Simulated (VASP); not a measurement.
A run of VASP 6.6.1 is set up as follows.

The input INCAR:

```
ALGO     = Fast           # electronic algorithm
EDIFF    = 1E-6           # SCF threshold, eV
ENCUT    = 520            # plane-wave cutoff, eV
GGA      = PS             # functional
ISIF     = 2              # what is computed and relaxed
ISMEAR   = 0              # smearing method
LASPH    = True           # aspherical terms in the spheres
LCHARG   = False          # write CHGCAR
LREAL    = False          # projectors in reciprocal space
LWAVE    = False          # write WAVECAR
NBANDS   = 12             # bands
NELM     = 80             # most SCF steps
PREC     = Accurate       # precision mode
SIGMA    = 0.15           # smearing width, eV
```

File KPOINTS:

```
k-points
0
Gamma
  26 26 26
```

File POSCAR:

```
Ti
1.0
    0.0000000000      2.0279211513      2.0684795743
    2.0279211513      0.0000000000      2.0684795743
    2.0279211513      2.0279211513      0.0000000000
Ti
1
Direct
    0.0000000000      0.0000000000      0.0000000000
```

Potentials or basis: VASP PAW PBE potentials, release 64 (Ti_sv).

The run is started by

```console
$ cat potpaw_PBE.64/Ti_sv/POTCAR > POTCAR
$ mpirun -np 1 vasp_std > vasp.out
```

Task: Estimate the band gap on the k mesh.

Result: Zero (bands 6 and 7 overlap by 1.36 eV).

Task: Predict the pressure.

Result: -2.4 GPa.

Stress tensor (GPa, compression positive):
```
-2.15  0.00  0.00
 0.00 -2.15  0.00
 0.00  0.00 -2.85
```

Caveat: the cell differs from its parent crystal (strain +0.0200 x Voigt [0, 0, 1, 0, 0, 0]); the PAW data sets were made with another functional, which shifts forces and pressure a little.
